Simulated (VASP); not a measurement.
Runs of VASP 6.6.1 on Mn. The structure is that of space group Im-3m (No. 229), or close to it. The cells are those of the table. This isn't the form of Mn at room conditions, which is a 58-atom cubic cell.

```tsv
cell	k mesh	gap on the mesh (eV)	pressure (GPa)	moment (μB)
a = 2.945 Å, 2 atoms	12 × 12 × 12	none	5.2	0.00
a = 2.901 Å, 2 atoms	12 × 12 × 12	none	(a)	0.00
a = 2.987 Å, 2 atoms	12 × 12 × 12	none	(b)	0.00
a = 3.068 Å, 2 atoms	12 × 12 × 12	none	-2.5	0.00
a = 3.106 Å, 2 atoms	12 × 12 × 12	none	-4.2	0.00
a = 3.028 Å, 2 atoms	12 × 12 × 12	none	-0.2	0.00
a = 3.028 Å, 2 atoms	11 × 11 × 11	none	0.3	0.00
```

Alike in all rows: task single point; level RPBE; potentials or basis VASP PAW PBE potentials, release 64 (Mn_pv); spin collinear, antiferromagnetic start; cutoff (eV) 520; smearing fermi-dirac 0.05 eV.

Task: Estimate the missing entries.

Result: (a) 7.7; (b) 2.5.

Caveats: the PAW data sets were made with another functional, which shifts forces and pressure a little; the cell stands under pressure (at least some runs); the cell stands under tension (at least some runs).

A gap of «none» marks levels without a gap at the run's occupations.
